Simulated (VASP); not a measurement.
Write the native input for VASP 6.6.1 that does the following.

```
Task                   : relaxation of cell and atoms
Functional             : PBE
Potentials or basis    : VASP PAW PBE potentials, release 64 (As, Se)
Cutoff                 : 500 eV
k mesh                 : 6 × 6 × 12
Occupations            : gaussian, width 0.1 eV
Spin                   : no spin polarisation
Dipole correction      : no
Further INCAR settings : ALGO = Normal; EDIFF = 1e-07; IBRION = 2; EDIFFG = -0.01; NSW = 100; ISIF = 3
```

The structure of As2Se lies in POSCAR:

```
As2Se
1.0
    6.6216566830      0.0000000000      0.0000000000
    0.0000000000      6.6216566830      0.0000000000
    0.0000000000      0.0000000000      3.4247255322
As Se
4 2
Direct
    0.2825955303      0.2825955303      0.0000000000
    0.2174044697      0.7825955303      0.5000000000
    0.7174044697      0.7174044697      0.0000000000
    0.7825955303      0.2174044697      0.5000000000
    0.0000000000      0.0000000000      0.0000000000
    0.5000000000      0.5000000000      0.5000000000
```

These files were run (other wordings do the same):

INCAR

```
SYSTEM = As2Se
PREC = Accurate
ENCUT = 500
EDIFF = 1E-7
ISMEAR = 0
SIGMA = 0.1
LREAL = .FALSE.
LASPH = .TRUE.
NELM = 120
ALGO = Normal
ISIF = 3
LWAVE = .FALSE.
LCHARG = .FALSE.
GGA = PE
IBRION = 2
NSW = 100
EDIFFG = -0.01
GGA_COMPAT = .FALSE.
NELMIN = 4
```

KPOINTS

```
regular mesh
0
G
  6 6 12
  0 0 0
```

Potentials or basis: VASP PAW PBE potentials, release 64 (As, Se).

The run is started by

```bash
$ cat potpaw_PBE.64/As/POTCAR potpaw_PBE.64/Se/POTCAR > POTCAR
$ mpirun -np 1 vasp_std > vasp.out
```

Results of the run:

```yaml
Relaxed_volume: 24.95 Å³/atom
Relaxed_cell: a = 6.703 Å, b = 6.703 Å, c = 3.332 Å, α = 90.00°, β = 90.00°, γ = 90.00°
Space_group_after_relaxing_to_0.1_Å: P4_2/mnm (No. 136)
Energy_gained_by_relaxing: 5.4 meV/atom
Ionic_steps: 8
Pressure_after_relaxing: 0.0 GPa
Largest_force_after_relaxing: 0.004 eV/Å
Band_gap_on_the_k_mesh: zero (bands 16 and 17 overlap by 1.89 eV)
```

Wall time 18 min on 1 thread of Intel Xeon 8259CL, with other jobs on the host, peak memory 0.37 GiB.
